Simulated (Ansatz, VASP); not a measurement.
# Co3Bi: VASP beside Ansatz

```
CELL_PARAMETERS angstrom
0.00000 3.06161 3.06161
3.06161 0.00000 3.06161
3.06161 3.06161 0.00000
ATOMIC_POSITIONS crystal
Co 0.25000 0.25000 0.25000
Co 0.75000 0.75000 0.75000
Co 0.50000 0.50000 0.50000
Bi 0.00000 0.00000 0.00000
```

Alike in both runs: task single point; functional PBE; k mesh 12 × 12 × 12; occupations gaussian, width 0.1 eV; collinear spin.

```csv
,VASP,Ansatz
version,VASP 6.6.1,Ansatz 0.2.0
potentials or method,"VASP PAW PBE potentials, release 64 (Co, Bi_d), cutoff 520 eV","scalar-relativistic, plane waves, PAW"
valence electrons in the cell,42,66
```

Ansatz gave:

| Property | Result |
| --- | --- |
| gap on the k mesh at the Fermi level (eV) | none |
| pressure (GPa) | 0.0 |
| net moment per atom (μB) | 1.07 |
| size of the moment on the site where the two differ most (μB) | 1.41 |

Problem. Which values does VASP return?

Solution. gap on the k mesh at the Fermi level (eV): none; pressure (GPa): -0.2; net moment per atom (μB): 1.06; size of the moment on the site where the two differ most (μB): 1.38.

Site moments also hang on the region over which each program counts them. A gap of «none» marks a metal or a gap that the smearing closes. VASP's potentials hold 42 valence electrons a cell and Ansatz's 66, so a difference there can come from the potentials and not from the codes.

Spin-orbit coupling is off throughout.
